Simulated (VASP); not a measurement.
# BC5 (Cmmm) in VASP: further runs, part 2 of 2

VASP 6.6.1.

### 4 Single point, PBE, collinear spin

This run uses another cell than the first one, of 16.30 Å³/atom.

The input, INCAR:

```
SYSTEM = BC5
  PREC = Accurate
  ENCUT = 520
  EDIFF = 1E-6
  ISMEAR = 0
  SIGMA = 0.1
  LREAL = .FALSE.
  LASPH = .TRUE.
  NELM = 150
  ALGO = Normal
  ISIF = 2
  LWAVE = .FALSE.
  LCHARG = .TRUE.
  ISPIN = 2
  MAGMOM = 0 1 1 1 1 1
  LORBIT = 11
  GGA = PE
  LELF = .TRUE.
  LVHAR = .TRUE.
  NBANDS = 24
```

The input, KPOINTS:

```
regular mesh
0
G
  6 6 2
  0 0 0
```

The input, POSCAR:

```
BC5
1.0
    1.8656395755     -3.3981789012      0.0000000000
    1.8656395755      3.3981789012      0.0000000000
    0.0000000000      0.0000000000      7.7126047260
B C
1 5
Direct
    0.0000000000      0.0000000000      0.5000000000
    0.5000000000      0.5000000000      0.0000000000
    0.1666642000      0.1666642000      0.0000000000
    0.8333358000      0.8333358000      0.0000000000
    0.7863324425      0.2136675575      0.5000000000
    0.2136675575      0.7863324425      0.5000000000
```

Command:

```bash
> cat potpaw_PBE.64/B/POTCAR potpaw_PBE.64/C/POTCAR > POTCAR
> mpirun -np 1 vasp_std > vasp.out
```

Run time: 74 s. Hardware: 1 thread of Intel Xeon 6975P-C (Granite Rapids), shared host; peak memory 0.3 GiB.

The run converged. Its results:

| Quantity | Value |
| --- | --- |
| Free energy | -43.0395 eV |
| Pressure | 0.0 GPa |
| Largest force | 0.009 eV/Å |
| Net moment | 0.00 μB per cell |
| Valence electrons inside the program's atomic spheres | B 2.02; C 2.79, 2.24 (each value once) |

Forces in eV/Å, atoms in the order of the input:
```
B    0.000  0.000  0.000
C    0.000  0.000  0.000
C    0.000  0.000  0.000
C    0.000  0.000  0.000
C    0.000  0.009  0.000
C    0.000 -0.009  0.000
```

Stress tensor (GPa, compression positive):
```
-0.24  0.00  0.00
 0.00  0.00  0.00
 0.00  0.00  0.20
```

Levels at points of the mesh, in eV from the Fermi level:
Spin up:
```tsv
k point	band 10	band 11	band 12	band 13	band 14	band 15
(0.00, 0.00, 0.00)	-2.95	-0.43	1.27	2.92	4.00	4.00
(0.50, 0.00, 0.00)	-2.83	-2.83	-1.80	0.10	2.88	5.30
(0.50, 0.50, 0.00)	-1.68	-1.59	-0.54	4.46	4.48	5.21
(0.00, 0.00, 0.50)	-2.95	-0.43	1.26	2.91	3.99	4.01
(0.50, 0.00, 0.50)	-2.81	-2.80	-1.95	0.08	2.88	5.30
(0.50, 0.50, 0.50)	-1.65	-1.58	-0.59	4.47	4.47	5.21
```
Spin down:
```csv
k point,band 8,band 9,band 10,band 11,band 12,band 13,band 14,band 15,band 16,band 17
"(0.00, 0.00, 0.00)",-4.01,-3.42,-2.95,-0.43,1.27,2.92,4.00,4.00,4.51,4.67
"(0.50, 0.00, 0.00)",-2.94,-2.83,-2.83,-2.83,-1.80,0.10,2.88,5.30,6.01,6.24
"(0.50, 0.50, 0.00)",-5.08,-1.68,-1.68,-1.59,-0.54,4.46,4.48,5.21,5.21,6.23
"(0.00, 0.00, 0.50)",-4.01,-3.55,-2.95,-0.43,1.26,2.91,3.99,4.01,4.69,4.69
"(0.50, 0.00, 0.50)",-2.84,-2.83,-2.81,-2.80,-1.95,0.08,2.88,5.30,6.09,6.21
"(0.50, 0.50, 0.50)",-5.08,-1.68,-1.65,-1.58,-0.59,4.47,4.47,5.21,5.21,5.97
```

Caveat: the k points lie up to 0.41 Å⁻¹ apart; this functional lacks dispersion, which binds layers or chains, so the pressure and a relaxed spacing across them are unreliable.

### 5 Relaxation of cell and atoms, PBE

This run uses another cell than the first one, of 14.60 Å³/atom.

The input, INCAR:

```
  PREC = Accurate
  ENCUT = 600
  EDIFF = 1E-7
  ISMEAR = 0
  SIGMA = 0.1
  LREAL = F
  LASPH = T
  NELM = 80
  ALGO = Normal
  ISIF = 3
  LWAVE = F
  LCHARG = F
  GGA = PE
  IBRION = 2
  NSW = 90
  EDIFFG = -0.04
```

The input, KPOINTS:

```
Automatic mesh
0
Gamma
  6 6 4
```

The input, POSCAR:

```
BC5
1.0
    1.8685705365     -3.3621490583      0.0000000000
    1.8685705365      3.3621490583      0.0000000000
    0.0000000000      0.0000000000      6.9704029491
B C
1 5
Direct
    0.0000000000      0.0000000000      0.5000000000
    0.5000000000      0.5000000000      0.0000000000
    0.1667611131      0.1667611131      0.0000000000
    0.8332388869      0.8332388869      0.0000000000
    0.7850316033      0.2149683967      0.5000000000
    0.2149683967      0.7850316033      0.5000000000
```

Command:

```bash
> cat potpaw_PBE.64/B/POTCAR potpaw_PBE.64/C/POTCAR > POTCAR
> mpirun -np 1 vasp_std > vasp.out
```

Run time: 6.5 min. Hardware: 1 thread of Intel Xeon 6975P-C (Granite Rapids), shared host; peak memory 0.25 GiB.

Results (log left out):

* Free energy: -43.0406 eV
* Relaxed volume: 16.57 Å³/atom
* Relaxed cell: a = 3.873 Å, b = 3.873 Å, c = 7.857 Å, α = 90.00°, β = 90.00°, γ = 122.45°
* Space group after relaxing (to 0.1 Å): Cmmm (No. 65)
* Energy gained by relaxing: 5.4 meV/atom
* Ionic steps: 29
* Pressure after relaxing: 0.1 GPa
* Largest force after relaxing: 0.022 eV/Å
* Band gap on the k mesh: zero (an odd number of electrons rules out a gap without spin polarisation)

Forces on the atoms (eV/Å):
```
B    0.000  0.000  0.000
C    0.000  0.000  0.000
C   -0.012  0.000  0.000
C    0.012  0.000  0.000
C    0.000 -0.022  0.000
C    0.000  0.022  0.000
```

Stress tensor (GPa, compression positive):
```
0.20 0.00 0.00
0.00 0.01 0.00
0.00 0.00 0.08
```

The path:
| step | energy change (eV) | largest force (eV/Å) | pressure (GPa) | volume (Å³) |
| --- | --- | --- | --- | --- |
| 1 | 0.0000 | 0.1185 | 0.39 | 87.58 |
| 2 | 0.0069 | 0.9080 | 0.94 | 88.03 |
| 3 | -0.0026 | 0.2442 | 0.56 | 87.74 |
| 4 | 0.0061 | 1.5914 | 0.64 | 88.49 |
| 5 | -0.0035 | 0.1916 | 0.57 | 87.92 |
| 6 | -0.0072 | 0.1236 | 0.38 | 88.64 |
| 7 | -0.0101 | 0.0791 | 0.04 | 90.24 |
| 8 | -0.0101 | 0.0586 | 0.07 | 90.07 |
| 9 | -0.0117 | 0.0755 | 0.02 | 90.40 |
| 10 | -0.0156 | 0.2178 | -0.15 | 91.41 |
| 11 | -0.0187 | 0.5498 | -0.46 | 93.42 |
| 12 | -0.0190 | 0.5276 | -0.45 | 93.47 |
| 13 | -0.0197 | 0.4605 | -0.45 | 93.60 |
| 14 | -0.0210 | 0.3235 | -0.43 | 93.88 |
| 15 | -0.0230 | 0.2145 | -0.41 | 94.43 |
| 16 | -0.0246 | 0.5001 | -0.35 | 95.53 |
| 17 | -0.0264 | 0.4385 | -0.25 | 95.95 |
| 18 | -0.0301 | 0.2505 | 0.04 | 97.21 |
| 19 | -0.0294 | 0.2359 | 0.62 | 99.71 |
| 20 | -0.0312 | 0.0929 | 0.29 | 98.31 |
| 21 | -0.0314 | 0.0796 | 0.25 | 98.41 |
| 22 | -0.0314 | 0.1572 | 0.21 | 98.53 |
| 23 | -0.0316 | 0.1308 | 0.16 | 98.62 |
| 24 | -0.0319 | 0.0519 | 0.03 | 98.91 |
| 25 | -0.0319 | 0.0233 | -0.02 | 99.01 |
| 26 | -0.0320 | 0.0250 | 0.00 | 99.08 |
| 27 | -0.0322 | 0.1701 | 0.04 | 99.27 |
| 28 | -0.0324 | 0.1208 | 0.06 | 99.32 |
| 29 | -0.0325 | 0.0218 | 0.09 | 99.44 |

Final structure:
```
B C
1.0
     1.86430   -3.39458    0.00000
     1.86430    3.39458    0.00000
     0.00000    0.00000    7.85685
B C
1 5
Direct
  0.00000 0.00000 0.50000
  0.50000 0.50000 0.00000
  0.16668 0.16668 0.00000
  0.83332 0.83332 0.00000
  0.78613 0.21387 0.50000
  0.21387 0.78613 0.50000
```

Levels at points of the mesh, in eV from the Fermi level:
```csv
k point,band 9,band 10,band 11,band 12,band 13,band 14,band 15
"(0.00, 0.00, 0.00)",-3.44,-2.94,-0.43,1.28,2.93,4.01,4.01
"(0.50, 0.00, 0.00)",-2.82,-2.82,-2.82,-1.82,0.10,2.90,5.32
"(0.50, 0.50, 0.00)",-1.68,-1.67,-1.59,-0.54,4.48,4.49,5.23
"(0.00, 0.00, 0.50)",-3.56,-2.94,-0.43,1.28,2.93,4.01,4.02
"(0.50, 0.00, 0.50)",-2.83,-2.81,-2.80,-1.95,0.08,2.91,5.32
"(0.50, 0.50, 0.50)",-1.67,-1.66,-1.59,-0.58,4.49,4.49,5.23
```

Caveat: this functional lacks dispersion, which binds layers or chains, so the pressure and a relaxed spacing across them are unreliable; an odd number of electrons without spin polarisation forces a metal; a magnetic or distorted state may lie lower.

### 6 Single point, PBE

This run uses another cell than the first one, of 17.02 Å³/atom.

The input, INCAR:

```
SYSTEM = BC5
PREC = Accurate
ENCUT = 520
EDIFF = 1E-7
ISMEAR = 0
SIGMA = 0.1
LREAL = .FALSE.
LASPH = .TRUE.
NELM = 100
ALGO = Normal
ISIF = 2
LWAVE = .FALSE.
LCHARG = .FALSE.
GGA = PE
NBANDS = 20
```

The input, KPOINTS:

```
Automatic mesh
0
G
  12 12 6
  0 0 0
```

The input, POSCAR:

```
BC5
1.0
    1.8682363661     -3.3666497808      0.0000000000
    1.8682363661      3.3666497808      0.0000000000
    0.0000000000      0.0000000000      8.1202672186
B C
1 5
Direct
    0.0000000000      0.0000000000      0.5000000000
    0.5000000000      0.5000000000      0.0000000000
    0.1666677356      0.1666677356      0.0000000000
    0.8333322644      0.8333322644      0.0000000000
    0.7841987400      0.2158012600      0.5000000000
    0.2158012600      0.7841987400      0.5000000000
```

Potentials or basis: VASP PAW PBE potentials, release 64 (B, C).

Command:

```bash
> cat potpaw_PBE.64/B/POTCAR potpaw_PBE.64/C/POTCAR > POTCAR
> mpirun -np 1 vasp_std > vasp.out
```

OUTCAR:

```text
SYSTEM = BC5
   PREC = Accurate
   ENCUT = 520
   EDIFF = 1E-7
   ISMEAR = 0
   LREAL = .FALSE.
   LASPH = .TRUE.
   NELM = 100
   ISIF = 2
   GGA = PE

 ion  position               nearest neighbor table
   1  0.000  0.000  0.500-   5 1.45   6 1.45
   2  0.500  0.500  0.000-   3 1.25   4 1.25
   3  0.167  0.167  0.000-   2 1.25   4 1.25
   4  0.833  0.833  0.000-   2 1.25   3 1.25
   5  0.784  0.216  0.500-   1 1.45   6 1.92   6 1.92
   6  0.216  0.784  0.500-   1 1.45   5 1.92   5 1.92

  LATTYP: Found a base centered orthorhombic cell.
 ALAT       =     3.7364727322
 B/A-ratio  =     1.8020470225
 C/A-ratio  =     2.1732440728

  Lattice vectors:

 A1 = (   1.8682363661,  -3.3666497808,   0.0000000000)
 A2 = (   1.8682363661,   3.3666497808,   0.0000000000)
 A3 = (   0.0000000000,   0.0000000000,   8.1202672186)

Analysis of symmetry for initial positions (statically):
=====================================================================
 Subroutine PRICEL returns:
 Original cell was already a primitive cell.

 Routine SETGRP: Setting up the symmetry group for a
 base centered orthorhombic supercell.

 Subroutine GETGRP returns: Found  8 space group operations
 (whereof  8 operations were pure point group operations)
 out of a pool of  8 trial point group operations.

The static configuration has the point symmetry D_2h.

Analysis of symmetry for dynamics (positions and initial velocities):
=====================================================================
 Subroutine PRICEL returns:
 Original cell was already a primitive cell.

 Routine SETGRP: Setting up the symmetry group for a
 base centered orthorhombic supercell.

 Subroutine GETGRP returns: Found  8 space group operations
 (whereof  8 operations were pure point group operations)
 out of a pool of  8 trial point group operations.

The dynamic configuration has the point symmetry D_2h.
[... 128 lines left out ...]
  volume/ion in A,a.u.               =      17.02       114.89
  Fermi-wavevector in a.u.,A,eV,Ry     =   0.995957  1.882087 13.496042  0.991931
  Thomas-Fermi vector in A             =   2.128013
   LORBIT       =      0    0 simple, 1 ext, 2 COOP (PROOUT), +10 PAW based schemes
   GGA     = PE    functional components
   LHFCALC =     F    Hartree Fock is set to
   AEXX    =    0.0000 exact exchange contribution
   IVDW    =     0    specifies the selected vdW correction
   LEPSILON=     F    determine dielectric tensor
   LRPA    =     F    only Hartree local field effects (RPA)
 non-spin polarized calculation
 Gauss-broadening in eV      SIGMA  =   0.10
  energy-cutoff  :      520.00
  volume of cell :      102.15
 maximum number of plane-waves:      2773
 NGX is ok and might be reduce to    30
   NGX = 15   NGY = 15   NGZ = 31

 number of electron      23.0000000 magnetization

 Free energy of the ion-electron system (eV)
  ---------------------------------------------------
  ext. energy  EPLUGINS =         0.00000000
  ---------------------------------------------------
  free energy    TOTEN  =       -42.97023960 eV

  energy without entropy =      -42.95985334  energy(sigma->0) =      -42.96504647

 E-fermi :  -0.4868     XC(G=0):  -7.3546

 val. band max:       -0.4881550241   @ k =  -0.4167   0.1667   0.5000
 cond. band min:      -0.4604668092   @ k =   0.5000   0.2500   0.5000
 fundamental gap:      0.0276882149
 Fermi energy:        -0.4867758229

 k-point     1 :       0.0000    0.0000    0.0000
  band No.  band energies     occupation
      1     -17.1821      2.00000
      2     -13.9207      2.00000
      3     -12.0656      2.00000
      4     -12.0655      2.00000
      5      -8.7259      2.00000
      6      -6.2965      2.00000
[... 541 lines left out ...]
     19       8.6414      0.00000
     20       8.6740      0.00000

 [... further k-points ...]

------------------------ aborting loop because EDIFF is reached ----------------------------------------

  FORCE on cell =-STRESS in cart. coord.  units (eV):
  Direction    XX          YY          ZZ          XY          YZ          ZX
  --------------------------------------------------------------------------------------
  -------------------------------------------------------------------------------------
  Total       -0.1571895     -0.0086391      0.0024633      0.0000000      0.0000000      0.0000000
  in kB       -2.4654949     -0.1355025      0.0386372      0.0000000      0.0000000      0.0000000
  external PRESSURE =      -0.8541200 kB  Pullay stress =       0.0000000 kB

 VOLUME and BASIS-vectors are now :
 -----------------------------------------------------------------------------
  energy-cutoff  :      520.00
  volume of cell :      102.15
      direct lattice vectors                 reciprocal lattice vectors
     1.868236366 -3.366649781  0.000000000     0.267632088 -0.148515596  0.000000000
     1.868236366  3.366649781  0.000000000     0.267632088  0.148515596  0.000000000
     0.000000000  0.000000000  8.120267219     0.000000000  0.000000000  0.123148657

 POSITION                                       TOTAL-FORCE (eV/Angst)
 -----------------------------------------------------------------------------------
      0.00000      0.00000      4.06013        -0.000000      0.000000      0.000000
      1.86824      0.00000      0.00000        -0.000000      0.000000      0.000000
      0.62275      0.00000      0.00000        -0.000006      0.000000      0.000000
      3.11372      0.00000      0.00000         0.000006      0.000000      0.000000
      1.86824     -1.91360      4.06013        -0.000000      0.003218      0.000000
      1.86824      1.91360      4.06013        -0.000000     -0.003218     -0.000000
 -----------------------------------------------------------------------------------
    total drift:                                0.000000      0.000000     -0.000000

  FREE ENERGIE OF THE ION-ELECTRON SYSTEM (eV)
  ---------------------------------------------------
  free  energy   TOTEN  =       -42.9702396031 eV

  energy  without entropy=      -42.9598533364  energy(sigma->0) =      -42.96504647
```

stdout:

```text
POSCAR found type information on POSCAR B C
 POSCAR found :  2 types and       6 ions
 scaLAPACK will be used
 LDA part: xc-table for (Slater+PW92), standard interpolation
 POSCAR, INCAR and KPOINTS ok, starting setup
 FFT: planning ... GRIDC
 FFT: planning ... GRID_SOFT
 FFT: planning ... GRID
 WAVECAR not read
 entering main loop
```

Wall time 2.6 min (1 thread of Intel Xeon 6975P-C (Granite Rapids), shared host); peak memory 0.4 GiB.

Results:

* Free energy: -42.9702 eV
* Pressure: -0.1 GPa
* Largest force: 0.003 eV/Å
* Band gap on the k mesh: zero (an odd number of electrons rules out a gap without spin polarisation)

Forces on the atoms (eV/Å):
```
B    0.000  0.000  0.000
C    0.000  0.000  0.000
C    0.000  0.000  0.000
C    0.000  0.000  0.000
C    0.000  0.003  0.000
C    0.000 -0.003  0.000
```

Caveat: this functional lacks dispersion, which binds layers or chains, so the pressure and a relaxed spacing across them are unreliable; an odd number of electrons without spin polarisation forces a metal; a magnetic or distorted state may lie lower.

### 7 Overview

| task | spin | cell | k mesh | cutoff (eV) | gap on the mesh (eV) | pressure (GPa) | moment (μB) | relaxed volume (Å³/atom) | largest force (eV/Å) |
| --- | --- | --- | --- | --- | --- | --- | --- | --- | --- |
| relaxation of cell and atoms | off | relaxed from a = 4.117, b = 4.117, c = 5.531 Å, angles 90.0, 90.0, 111.4°, 6 atoms, atomic positions A | 4 × 4 × 4 | 600 | none | 0.1 | - | 14.13 | 0.01 |
| single point | collinear | a = 4.117, b = 4.117, c = 5.531 Å, angles 90.0, 90.0, 111.4°, 6 atoms, atomic positions A | 4 × 4 × 4 | 520 | none | -32.5 | 0.41 | - | 0.77 |
| single point | collinear | a = 3.877, b = 3.877, c = 7.713 Å, angles 90.0, 90.0, 122.5°, 6 atoms, atomic positions B | 6 × 6 × 2 | 520 | none | 0.0 | 0.00 | - | 0.01 |
| relaxation of cell and atoms | off | relaxed from a = 3.847, b = 3.847, c = 6.970 Å, angles 90.0, 90.0, 121.9°, 6 atoms, atomic positions C | 6 × 6 × 4 | 600 | none | 0.1 | - | 16.57 | 0.02 |
| single point | off | a = 3.850, b = 3.850, c = 8.120 Å, angles 90.0, 90.0, 121.9°, 6 atoms, atomic positions D | 12 × 12 × 6 | 520 | none | -0.1 | - | - | - |

Alike in all rows: level PBE; potentials or basis VASP PAW PBE potentials, release 64 (B, C); smearing gaussian 0.1 eV.

Caveats: some runs use coarse meshes; this functional lacks dispersion, which binds layers or chains, so the pressure and a relaxed spacing across them are unreliable (at least some runs); an odd number of electrons without spin polarisation forces a metal (at least some runs); a magnetic or distorted state may lie lower (at least some runs); a cell axis changed by over 15 % at a fixed basis, so the end point is rough (at least some runs); a moment this small can come from the mesh or the smearing (at least some runs).

Total energies depend on the potentials used, so only differences within one code and one set of settings carry meaning.

The gap in the log of VASP goes by the Fermi energy; the results here count the filled bands.